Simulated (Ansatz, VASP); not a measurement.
## Two plane-wave programs on Ti

```
Ti
1.0
     0.00000    2.03000    2.03000
     2.03000    0.00000    2.03000
     2.03000    2.03000    0.00000
Ti
1
Direct
  0.00000 0.00000 0.00000
```

Alike in both runs: task relaxation of cell and atoms; functional revPBE; k mesh 11 × 11 × 11; occupations fermi-dirac, width 0.05 eV; no spin polarisation.

|  | VASP | Ansatz |
| --- | --- | --- |
| version | VASP 6.6.1 | Ansatz 0.2.0 |
| potentials or method | VASP PAW PBE potentials, release 64 (Ti_sv) | Ansatz PAW |
| plane-wave cutoff (eV) | 600 | 420 |
| valence electrons in the cell | 12 | 12 |

```tsv
	VASP	Ansatz	Ansatz less VASP
gap on the k mesh at the Fermi level, each at its own relaxed structure (eV)	none	none	-
relaxed volume (Å³/atom)	17.71	17.75	+0.040
relaxed cell length with the largest relative difference (Å)	2.926	2.928	+0.0022
```

VASP's potentials were made for PBE, not for revPBE. A gap of «none» marks a metal or a gap that the smearing closes.

Noted on Ansatz's run: the plane-wave basis is chosen anew once the cell has moved, so the energies of steps on either side of that aren't comparable.
